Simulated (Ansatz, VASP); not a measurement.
# Two plane-wave programs on C

File INCAR:

```
PREC = Accurate
ENCUT = 520
EDIFF = 1E-6
ISMEAR = 0
SIGMA = 0.05
LREAL = F
LASPH = T
NELM = 100
ALGO = Normal
ISIF = 2
LWAVE = F
LCHARG = F
GGA = PE
NBANDS = 11
```

Contents of KPOINTS:

```
regular mesh
0
Gamma
  12 12 12
```

POSCAR

```
C
1.0
    0.0000000000      1.8442281970      1.6745592029
    1.8442281970      0.0000000000      1.6745592029
    1.8442281970      1.8442281970      0.0000000000
C
2
Direct
    0.5000000000      0.5000000000      0.5000000000
    0.7500000000      0.7500000000      0.7500000000
```

Input for Ansatz:

```yaml
crystal:
  lattice:
    - [0.0, 1.844228197, 1.6745592029]
    - [1.844228197, 0.0, 1.6745592029]
    - [1.844228197, 1.844228197, 0.0]
  atoms:
    - { symbol: C, position: [0.5, 0.5, 0.5] }
    - { symbol: C, position: [0.75, 0.75, 0.75] }
basis:
  ecutwfc: 520.0
kpoints:
  mp_grid: { grid: [12, 12, 12] }
hamiltonian:
  xc: pbe
  pseudopotentials: { kind: paw, azcp: { folder: soft_1 } }
scf:
  occupations: { method: gaussian, width: 0.05 }
output:
  forces: true
  stress: true
  eigenvalues: true
```

Alike in both runs: task single point; functional PBE; k mesh 12 × 12 × 12; occupations gaussian, width 0.05 eV; no spin polarisation.

```csv
,VASP,Ansatz
version,VASP 6.6.1,Ansatz 0.2.0
potentials or method,"VASP PAW PBE potentials, release 64 (C), cutoff 520 eV","scalar-relativistic, plane waves, PAW"
valence electrons in the cell,8,8
```

|  | VASP | Ansatz | Ansatz less VASP |
| --- | --- | --- | --- |
| gap on the k mesh at the Fermi level (eV) | 1.81 | 1.82 | +0.010 |
| least direct gap on the mesh (eV) | 4.01 | 4.01 | +0.003 |
| pressure (GPa) | 0.8 | 0.2 | -0.61 |
| traceless stress, the component that is largest in VASP (GPa) | 53.53 | 53.54 | +0.007 |
